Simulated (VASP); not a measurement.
# Al9Zn8Ga7O32 (P1) in VASP: single point with HSE06

Aim: the single point of Al9Zn8Ga7O32 with HSE06.

Program: VASP 6.6.1. These are calculated values, not measurements. Logs are shortened: lines on timing, memory, paths and dates and some standing lists are left out, and cuts for length are marked.

### Step 1. The cell of the first run

The typed cell holds 56 atoms: a = 8.201 Å, b = 8.201 Å, c = 8.201 Å, α = 90.00°, β = 90.00°, γ = 90.00°.

### Step 2. Single point, HSE06

Contents of POSCAR:

```
Al9Zn8Ga7O32
1.0
    8.2010660000      0.0000000000      0.0000000000
    0.0000000000      8.2010660000      0.0000000000
    0.0000000000      0.0000000000      8.2010660000
Zn Ga O Al
8 7 32 9
Direct
    0.8758620000      0.3752960000      0.3737840000
    0.3742710000      0.8736120000      0.3739310000
    0.3740150000      0.3755240000      0.8758980000
    0.1261270000      0.1259310000      0.1298500000
    0.8759820000      0.8734300000      0.8757360000
    0.6242840000      0.6240690000      0.1298200000
    0.6241850000      0.1255220000      0.6201790000
    0.1259860000      0.6239980000      0.6205160000
    0.5019660000      0.9985810000      0.0011880000
    0.7512480000      0.2510180000      0.0042320000
    0.2499010000      0.7468020000      0.0003680000
    0.7490660000      0.7509430000      0.4985350000
    0.2511580000      0.9985530000      0.7456050000
    0.7487590000      0.5011210000      0.7512060000
    0.0016680000      0.2507290000      0.7486060000
    0.5166890000      0.0148280000      0.2441220000
    0.7335620000      0.2343820000      0.2445980000
    0.5095070000      0.2408440000      0.0194020000
    0.7426940000      0.0102470000      0.0191330000
    0.0141790000      0.5146490000      0.2381240000
    0.2343850000      0.7324660000      0.2420380000
    0.0087810000      0.7337760000      0.0166200000
    0.2339890000      0.5061210000      0.0183240000
    0.0095570000      0.0082260000      0.7300770000
    0.2422020000      0.2399060000      0.7300900000
    0.0167950000      0.2353060000      0.5059190000
    0.2345880000      0.0165540000      0.5041700000
    0.2655620000      0.2644240000      0.2646360000
    0.4844590000      0.4857220000      0.2651940000
    0.4843690000      0.2645850000      0.4858820000
    0.2627550000      0.4838580000      0.4843150000
    0.5065290000      0.5143050000      0.7337820000
    0.7318790000      0.7409080000      0.7390750000
    0.5066860000      0.7329760000      0.5139790000
    0.7314410000      0.5093250000      0.5087600000
    0.7657840000      0.7666670000      0.2586960000
    0.9865550000      0.9851310000      0.2625620000
    0.9919280000      0.7656840000      0.4830440000
    0.7674770000      0.9925690000      0.4834640000
    0.7605930000      0.2608720000      0.7621080000
    0.9910900000      0.4925500000      0.7678040000
    0.9924590000      0.2672510000      0.9916650000
    0.7678390000      0.4909310000      0.9933860000
    0.2667030000      0.7580120000      0.7585530000
    0.4919890000      0.9817050000      0.7578220000
    0.4904940000      0.7568400000      0.9828610000
    0.2609270000      0.9881490000      0.9884640000
    0.7516980000      0.0008310000      0.2517370000
    0.0009170000      0.5004050000      0.0035080000
    0.0012670000      0.0007110000      0.4955340000
    0.4967830000      0.4989330000      0.4993770000
    0.2504630000      0.2502100000      0.4966210000
    0.2490960000      0.4983110000      0.2516740000
    0.4995410000      0.2501980000      0.2531660000
    0.0001970000      0.7497970000      0.2500160000
    0.4988150000      0.7477010000      0.7479650000
```

Contents of INCAR.step1:

```
PREC = Accurate
ENCUT = 520
EDIFF = 1E-5
ISMEAR = -1
SIGMA = 0.05
LREAL = Auto
LASPH = True
NELM = 120
ALGO = Normal
ISIF = 2
LWAVE = True
NBANDS = 237
GGA = PE
GGA_COMPAT = False
NCORE = 4
```

Contents of INCAR.step2:

```
PREC = Accurate
ENCUT = 520
EDIFF = 1E-6
ISMEAR = -1
SIGMA = 0.05
LREAL = Auto
LASPH = True
NELM = 120
ALGO = Normal
ISIF = 2
LWAVE = False
LCHARG = True
GGA = PE
LHFCALC = True
HFSCREEN = 0.2079
PRECFOCK = Fast
LELF = True
LVHAR = True
NBANDS = 237
ISTART = 1
GGA_COMPAT = False
NCORE = 4
```

Contents of KPOINTS:

```
regular mesh
0
Gamma
  1 1 1
```

Potentials or basis: VASP PAW PBE potentials, release 64 (Zn, Ga_d, O, Al).

Started as:

```
cat potpaw_PBE.64/Zn/POTCAR potpaw_PBE.64/Ga_d/POTCAR potpaw_PBE.64/O/POTCAR potpaw_PBE.64/Al/POTCAR > POTCAR
cp INCAR.step1 INCAR
mpirun -np 4 vasp_gam > vasp.out
cp INCAR.step2 INCAR
mpirun -np 4 vasp_gam > vasp.out
```

OUTCAR:

```text
PREC = Accurate
   ENCUT = 520
   EDIFF = 1E-6
   ISMEAR = -1
   LREAL = Auto
   LASPH = True
   NELM = 120
   ISIF = 2
   GGA = PE
   LHFCALC = True
   HFSCREEN = 0.2079
   PRECFOCK = Fast
   ISTART = 1

 ion  position               nearest neighbor table
   1  0.876  0.375  0.374-  17 1.95  26 1.96  20 1.96  35 1.96
   2  0.374  0.874  0.374-  21 1.96  27 1.96  34 1.96  16 1.96
   3  0.374  0.376  0.876-  23 1.96  32 1.96  25 1.96  18 1.96
   4  0.126  0.126  0.130-  28 1.95  37 1.96  42 1.96  47 1.96
   5  0.876  0.873  0.876-  22 1.96  33 1.96  19 1.96  24 1.96
   6  0.624  0.624  0.130-  43 1.96  36 1.96  29 1.96  46 1.96
   7  0.624  0.126  0.620-  39 1.96  30 1.96  40 1.96  45 1.96
   8  0.126  0.624  0.621-  44 1.95  31 1.96  38 1.96  41 1.96
   9  0.502  0.999  0.001-  47 1.98  19 1.98  46 1.99  18 1.99  16 2.00  45 2.00  48 2.90  10 2.91
                            54 2.92  56 2.92
  10  0.751  0.251  0.004-  43 1.97  19 1.98  17 1.98  42 1.99  18 1.99  40 1.99  48 2.89  49 2.89
                            54 2.90   9 2.91  14 2.92
  11  0.250  0.747  0.000-  46 1.98  23 1.98  47 1.98  22 1.98  21 1.99  44 1.99  49 2.87  55 2.90
                            53 2.90  56 2.91
  12  0.749  0.751  0.499-  36 1.98  33 1.98  35 1.99  39 1.99  34 2.00  38 2.00  48 2.88  55 2.90
                            56 2.90  50 2.91  14 2.91  51 2.92
  13  0.251  0.999  0.746-  44 1.98  45 1.98  25 1.98  24 1.99  27 1.99  47 2.00  56 2.89  50 2.90
[... 41 lines left out ...]
  50  0.001  0.001  0.496-  37 1.92  27 1.92  39 1.92  24 1.93  26 1.93  38 1.93  48 2.86  55 2.88
                            52 2.89  13 2.90  12 2.91  15 2.92
  51  0.497  0.499  0.499-  34 1.92  29 1.93  31 1.93  30 1.93  35 1.93  32 1.93  54 2.87  52 2.87
                            53 2.87  56 2.88  14 2.92  12 2.92
  52  0.250  0.250  0.497-  28 1.91  25 1.92  31 1.92  27 1.92  26 1.92  30 1.92  54 2.86  53 2.86
                            51 2.87  50 2.89  13 2.90  15 2.90
  53  0.249  0.498  0.252-  31 1.91  23 1.92  21 1.93  28 1.93  20 1.93  29 1.94  52 2.86  51 2.87
                            49 2.88  54 2.89  11 2.90  55 2.90
  54  0.500  0.250  0.253-  30 1.92  18 1.92  28 1.92  17 1.92  16 1.94  29 1.94  52 2.86  51 2.87
                            53 2.89  10 2.90  48 2.91   9 2.92
  55  0.000  0.750  0.250-  38 1.92  22 1.92  21 1.93  36 1.93  20 1.93  37 1.94  49 2.88  50 2.88
                            11 2.90  48 2.90  12 2.90  53 2.90
  56  0.499  0.748  0.748-  44 1.91  33 1.91  32 1.92  45 1.92  34 1.92  46 1.93  14 2.88  51 2.88
                            13 2.89  12 2.90  11 2.91   9 2.92

  LATTYP: Found a simple cubic cell.
 ALAT       =     8.2010660000

  Lattice vectors:

 A1 = (   8.2010660000,   0.0000000000,   0.0000000000)
 A2 = (   0.0000000000,   8.2010660000,   0.0000000000)
 A3 = (   0.0000000000,   0.0000000000,   8.2010660000)

Analysis of symmetry for initial positions (statically):
=====================================================================
 Subroutine PRICEL returns:
 Original cell was already a primitive cell.

 Routine SETGRP: Setting up the symmetry group for a
 simple cubic supercell.

 Subroutine GETGRP returns: Found  1 space group operations
 (whereof  1 operations were pure point group operations)
 out of a pool of 48 trial point group operations.

The static configuration has the point symmetry C_1 .

Analysis of symmetry for dynamics (positions and initial velocities):
=====================================================================
 Subroutine PRICEL returns:
 Original cell was already a primitive cell.

 Routine SETGRP: Setting up the symmetry group for a
 simple cubic supercell.

 Subroutine GETGRP returns: Found  1 space group operations
 (whereof  1 operations were pure point group operations)
 out of a pool of 48 trial point group operations.

The dynamic configuration has the point symmetry C_1 .

 Subroutine INISYM returns: Found  1 space group operations
 (whereof  1 operations are pure point group operations),
 and found     1 'primitive' translations

----------------------------------------------------------------------------------------

                                     Primitive cell

[... 141 lines left out ...]

  Length of vectors
     0.121935368  0.121935368  0.121935368

  Shift w.r.t. Gamma in fractional coordinates (k-lattice)
     0.000000000  0.000000000  0.000000000

 Subroutine IBZKPT returns following result:
 ===========================================

 Found      1 irreducible k-points:

 Following reciprocal coordinates:
            Coordinates               Weight
  0.000000  0.000000  0.000000      1.000000
   k-points           NKPTS =      1   k-points in BZ     NKDIM =      1   number of bands    NBANDS=    237
   number of dos      NEDOS =    301   number of ions     NIONS =     56
   total plane-waves  NPLWV = 262144
   dimension x,y,z NGX =    64 NGY =   64 NGZ =   64
   dimension x,y,z NGXF=   128 NGYF=  128 NGZF=  128
   ions per type =               8   7  32   9
   NGX,Y,Z   is equivalent  to a cutoff of  12.97, 12.97, 12.97 a.u.
   NGXF,Y,Z  is equivalent  to a cutoff of  25.95, 25.95, 25.95 a.u.
 SYSTEM =  unknown system
   PREC   = accura    normal or accurate (medium, high low for compatibility)
   ISTART =      1    job   : 0-new  1-cont  2-samecut
   ICHARG =      0    charge: 1-file 2-atom 10-const
   ISPIN  =      1    spin polarized calculation?
   LNONCOLLINEAR =      F non collinear calculations
   LSORBIT =      F    spin-orbit coupling
   LASPH  =      T    aspherical Exc in radial PAW
   ENCUT  =  520.0 eV  38.22 Ry    6.18 a.u.  15.25 15.25 15.25*2*pi/ulx,y,z
   NELM   =    120;   NELMIN=  2; NELMDL=  0     # of ELM steps
   EDIFF  = 0.1E-05   stopping-criterion for ELM
   LREAL  =      T    real-space projection
   EDIFFG = 0.1E-04   stopping-criterion for IOM
   NSW    =      0    number of steps for IOM
   IBRION =     -1    ionic relax: 0-MD 1-quasi-New 2-CG
   NFREE  =      0    steps in history (QN), initial steepest desc. (CG)
   ISIF   =      2    stress and relaxation
   ISYM   =      3    0-nonsym 1-usesym 2-fastsym
   POTIM  = 0.5000    time-step for ionic-motion
   TEBEG  =    0.0;   TEEND  =   0.0 temperature during run
   PSTRESS=    0.0 pullay stress
   NELECT =     406.0000    total number of electrons
   NUPDOWN=      -1.0000    fix difference up-down
   EMIN   =  10.00;   EMAX   =-10.00  energy-range for DOS
   EFERMI =   0.00;   METHOD = LEGACY
   ISMEAR =    -1;   SIGMA  =   0.05  broadening in eV -4-tet -1-fermi 0-gaus
   EFERMI_NEDOS =   21; number of points for ismear=-14 and -15
   IALGO  =     38    algorithm
   IMIX   =      1    mixing-type and parameters
     AMIX     =   0.40;   BMIX     =  1.00
     AMIX_MAG =   1.60;   BMIX_MAG =  1.00
  volume/ion in A,a.u.               =       9.85        66.47
  Fermi-wavevector in a.u.,A,eV,Ry     =   1.478132  2.793264 29.727016  2.184874
  Thomas-Fermi vector in A             =   2.592451
   LORBIT       =      0    0 simple, 1 ext, 2 COOP (PROOUT), +10 PAW based schemes
   GGA     = PE    functional components
   LHFCALC =     T    Hartree Fock is set to
   PRECFOCK=fast      Normal, Fast or Accurate (Low or Medium for compatibility)
   ENCUT4O =  -1.0   cutoff for four orbital integrals eV
   NKREDX  =     1    reduce k-point grid by
   NKREDY  =     1    reduce k-point grid by
   NKREDZ  =     1    reduce k-point grid by
   AEXX    =    0.2500 exact exchange contribution
   HFSCREEN=    0.2079 screening length (either q_TF or 0.3 A-1)
   HFSCREENC=   0.2079 screening length for correlation (either q_TF or 0.3 A-1)
   ENCUTFOCK=  -1.0 apply spherical cutoff to Coloumb kernel
   IVDW    =     0    specifies the selected vdW correction
   LEPSILON=     F    determine dielectric tensor
   LRPA    =     F    only Hartree local field effects (RPA)
 non-spin polarized calculation
  energy-cutoff  :      520.00
  volume of cell :      551.58
 maximum number of plane-waves:      7398
 NGX is ok and might be reduce to    64
  NGX = 32; NGY = 32; NGZ = 32

 number of electron     406.0000038 magnetization

 Free energy of the ion-electron system (eV)
  ---------------------------------------------------
  ext. energy  EPLUGINS =         0.00000000
  ---------------------------------------------------
  free energy    TOTEN  =      -428.83484783 eV

  energy without entropy =     -428.83484783  energy(sigma->0) =     -428.83484783

 E-fermi :   3.7126     XC(G=0):  -9.4447

 val. band max:        2.4317707724   @ k =   0.0000   0.0000   0.0000
 cond. band min:       7.6908003504   @ k =   0.0000   0.0000   0.0000
 fundamental gap:      5.2590295779
 Fermi energy:         3.7126194604

 k-point     1 :       0.0000    0.0000    0.0000
  band No.  band energies     occupation
      1     -17.9465      2.00000
      2     -17.1605      2.00000
      3     -17.1590      2.00000
      4     -17.1450      2.00000
      5     -17.1288      2.00000
      6     -17.1108      2.00000
[... 207 lines left out ...]
    214      11.6267      0.00000
    215      12.3052      0.00000
 [bands above 215 left out]

------------------------ aborting loop because EDIFF is reached ----------------------------------------

  FORCE on cell =-STRESS in cart. coord.  units (eV):
  Direction    XX          YY          ZZ          XY          YZ          ZX
  --------------------------------------------------------------------------------------
  -------------------------------------------------------------------------------------
  Total       -1.4612682     -1.5969394     -1.4538347      1.0790504     -2.3347697     -0.8158700
  in kB       -4.2445299     -4.6386125     -4.2229377      3.1343061     -6.7817802     -2.3698487
  external PRESSURE =      -4.3686934 kB  Pullay stress =       0.0000000 kB

 VOLUME and BASIS-vectors are now :
 -----------------------------------------------------------------------------
  energy-cutoff  :      520.00
  volume of cell :      551.58
      direct lattice vectors                 reciprocal lattice vectors
     8.201066000  0.000000000  0.000000000     0.121935368  0.000000000  0.000000000
     0.000000000  8.201066000  0.000000000     0.000000000  0.121935368  0.000000000
     0.000000000  0.000000000  8.201066000     0.000000000  0.000000000  0.121935368

 POSITION                                       TOTAL-FORCE (eV/Angst)
 -----------------------------------------------------------------------------------
      7.18300      3.07783      3.06543         0.007886     -0.004146     -0.005268
      3.06942      7.16455      3.06663        -0.014606      0.018286      0.023814
      3.06732      3.07970      7.18330        -0.013864      0.022439      0.003431
      1.03438      1.03277      1.06491         0.001024      0.002765      0.020360
      7.18399      7.16306      7.18197        -0.004663     -0.000193      0.018805
      5.11979      5.11803      1.06466         0.007428     -0.010934     -0.013067
[... 48 lines left out ...]
      0.00162      6.14913      2.05040         0.002393      0.005874     -0.003775
      4.09081      6.13195      6.13411        -0.002619     -0.016043     -0.017194
 -----------------------------------------------------------------------------------
    total drift:                                0.001415      0.009591      0.006630

  FREE ENERGIE OF THE ION-ELECTRON SYSTEM (eV)
  ---------------------------------------------------
  free  energy   TOTEN  =      -428.8348478267 eV

  energy  without entropy=     -428.8348478267  energy(sigma->0) =     -428.83484783
```

It took 16 min on 4 MPI ranks of AMD EPYC 7R43 (Zen 3), shared host; peak memory 0.34 GiB.

What came out:

```yaml
Free_energy: -428.8348 eV
Pressure: -0.4 GPa
Largest_force: 0.320 eV/Å
Band_gap_on_the_k_mesh: 5.26 eV
```

Forces on the atoms (eV/Å):
```
Zn   0.008 -0.004 -0.005
Zn  -0.015  0.018  0.024
Zn  -0.014  0.022  0.003
Zn   0.001  0.003  0.020
Zn  -0.005  0.000  0.019
Zn   0.007 -0.011 -0.013
Zn  -0.009 -0.008 -0.038
Zn   0.029 -0.018 -0.020
Ga   0.022  0.002  0.014
Ga   0.007 -0.007  0.045
Ga  -0.031 -0.046  0.010
Ga   0.001  0.036 -0.018
Ga   0.005  0.001 -0.047
Ga  -0.037  0.021  0.007
Ga   0.030 -0.003 -0.024
O    0.151  0.125 -0.174
O   -0.164 -0.158 -0.158
O    0.151 -0.162  0.170
O   -0.168  0.174  0.189
O    0.150  0.168 -0.170
O   -0.138 -0.154 -0.154
O    0.181 -0.189  0.181
O   -0.192  0.171  0.192
O    0.171  0.158 -0.169
O   -0.151 -0.174 -0.182
O    0.179 -0.162  0.160
O   -0.189  0.179  0.149
O    0.162  0.142  0.159
O   -0.154 -0.134  0.179
O   -0.170  0.191 -0.166
O    0.167 -0.170 -0.179
O    0.178  0.183 -0.175
O   -0.189 -0.170 -0.173
O    0.157 -0.180  0.166
O   -0.153  0.159  0.155
O    0.140  0.160  0.159
O   -0.165 -0.170  0.187
O   -0.161  0.161 -0.168
O    0.190 -0.161 -0.198
O    0.158  0.171  0.178
O   -0.176 -0.151  0.159
O   -0.173  0.185 -0.173
O    0.188 -0.189 -0.161
O    0.186  0.167  0.163
O   -0.151 -0.176  0.167
O   -0.154  0.154 -0.160
O    0.152 -0.154 -0.150
Al   0.027  0.002  0.020
Al   0.020  0.020  0.043
Al   0.000  0.008 -0.036
Al  -0.053 -0.029 -0.010
Al   0.022  0.020 -0.040
Al  -0.003 -0.033  0.018
Al  -0.024  0.021  0.044
Al   0.002  0.006 -0.004
Al  -0.003 -0.016 -0.017
```

Caveat: the k points lie up to 0.77 Å⁻¹ apart; the PAW data sets were made with another functional, which shifts forces and pressure a little. A k mesh can miss the band edges.
